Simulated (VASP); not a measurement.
## Co: single point with PBE

The system is Co.

```
Co
1.0
     2.53615    0.00000    0.00000
    -1.26807    2.19637    0.00000
     0.00000    0.00000    4.14298
Co
2
Cartesian
  0.0000 1.4642 3.0664
  1.2681 0.7321 1.0766
```

- Program: VASP 6.6.1
- Task: single point
- Functional: PBE
- Potentials or basis: VASP PAW PBE potentials, release 64 (Co)
- Cutoff: 600 eV
- k mesh: 24 × 24 × 12
- Occupations: methfessel-paxton, width 0.05 eV
- Spin: collinear spin, ferromagnetic start
- Starting moments: [2.0, 2.0] μB
- Dipole correction: no
- Further INCAR settings: ALGO = Normal; EDIFF = 1e-06; NBANDS = 20

```yaml
Pressure: -11.0 GPa
Largest_force: 0.302 eV/Å
Net_moment: 3.31 μB per cell
Site_moments: Co +1.69 μB
Valence_electrons_inside_the_program's_atomic_spheres: Co 8.16
```

Forces on the atoms (eV/Å):
```
Co   0.000  0.000  0.302
Co   0.000  0.000 -0.302
```

Stress tensor (GPa, compression positive):
```
-10.57   0.00   0.00
  0.00 -10.57   0.00
  0.00   0.00 -11.91
```

Levels at points of the mesh, in eV from the Fermi level:
Spin up:
```tsv
k point	band 9	band 10	band 11	band 12	band 13	band 14
(0.00, 0.00, 0.00)	-1.94	-0.96	-0.96	-0.14	5.61	21.55
(0.50, 0.00, 0.00)	-0.82	-0.66	1.13	3.01	8.98	9.86
(0.00, 0.00, 0.50)	-1.35	-1.35	-1.15	-1.15	13.49	14.60
(0.50, 0.00, 0.50)	-0.77	-0.71	1.37	1.61	6.56	6.84
```
Spin down:
```
           k point  band 5  band 6  band 7  band 8  band 9  band 10
(0.00, 0.00, 0.00)   -0.88   -0.60   -0.60   -0.20   -0.07    -0.07
(0.50, 0.00, 0.00)   -0.99   -0.96   -0.59    1.10    1.20     1.25
(0.00, 0.00, 0.50)   -0.95   -0.95   -0.92   -0.92    0.61     0.61
(0.50, 0.00, 0.50)   -0.22    0.16    0.17    0.29    1.17     1.20
```

It took 6.8 min on 1 thread of Intel Xeon 6975P-C, on a shared host, peak memory 0.57 GiB.
